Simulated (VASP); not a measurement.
Write the native input for VASP 6.6.1 that does the following.

| Item | Value |
| --- | --- |
| Task | single point |
| Functional | HSE06 |
| Potentials or basis | VASP PAW PBE potentials, release 64 (Sr_sv, Te) |
| Cutoff | 400 eV |
| k mesh | 4 × 4 × 4 |
| Occupations | gaussian, width 0.01 eV |
| Spin | no spin polarisation |
| Dipole correction | no |
| Grid for exact exchange (PRECFOCK) | Normal |
| Further INCAR settings | ALGO = Normal; EDIFF = 1e-06; NBANDS = 15 |
| Share of exact exchange | 0.25 |
| Screening parameter | 0.2079 1/Å |

Crystal: SrTe.

```
CELL_PARAMETERS angstrom
0.02515 3.35276 3.35276
3.35276 0.02515 3.35276
3.37790 3.37790 0.00000
ATOMIC_POSITIONS crystal
Sr 0.00000 0.00000 0.00000
Te 0.50000 0.50000 0.50000
```

This cell differs from its parent crystal: shear xy strain +1.5%.

These files were run (other wordings do the same):

POSCAR

```
SrTe
1.0
    0.0251456865      3.3527582055      3.3527582055
    3.3527582055      0.0251456865      3.3527582055
    3.3779038920      3.3779038920      0.0000000000
Sr Te
1 1
Direct
    0.0000000000      0.0000000000      0.0000000000
    0.5000000000      0.5000000000      0.5000000000
```

INCAR.step1

```
SYSTEM = SrTe
PREC = Accurate
ENCUT = 400
EDIFF = 1E-5
ISMEAR = 0
SIGMA = 0.01
LREAL = .FALSE.
LASPH = .TRUE.
NELM = 120
ALGO = Normal
ISIF = 2
LWAVE = .TRUE.
LCHARG = .FALSE.
NBANDS = 15
GGA = PE
GGA_COMPAT = .FALSE.
```

INCAR.step2

```
SYSTEM = SrTe
PREC = Accurate
ENCUT = 400
EDIFF = 1E-6
ISMEAR = 0
SIGMA = 0.01
LREAL = .FALSE.
LASPH = .TRUE.
NELM = 120
ALGO = Normal
ISIF = 2
LWAVE = .FALSE.
LCHARG = .FALSE.
GGA = PE
LHFCALC = .TRUE.
HFSCREEN = 0.2079
PRECFOCK = Normal
NBANDS = 15
ISTART = 1
GGA_COMPAT = .FALSE.
```

KPOINTS

```
regular mesh
0
G
  4 4 4
  0 0 0
```

Potentials or basis: VASP PAW PBE potentials, release 64 (Sr_sv, Te).

Command:

```sh
$ cat potpaw_PBE.64/Sr_sv/POTCAR potpaw_PBE.64/Te/POTCAR > POTCAR
$ cp INCAR.step1 INCAR
$ mpirun -np 1 vasp_std > vasp.out
$ cp INCAR.step2 INCAR
$ mpirun -np 1 vasp_std > vasp.out
```

It gave:

| Item | Value |
| --- | --- |
| Pressure | -0.2 GPa |
| Band gap on the k mesh | 2.45 eV (least direct gap 3.25 eV) |

Caveat: the cell differs from its parent crystal (shear xy strain +1.5%); the PAW data sets were made with another functional, which shifts forces and pressure a little; spin-orbit coupling is left out, which moves the levels of the heavy elements.

Wall time 12 min on 1 thread of Intel(R) Xeon(R) Platinum 8488C (Sapphire Rapids), with other jobs on the host, peak memory 0.29 GiB.
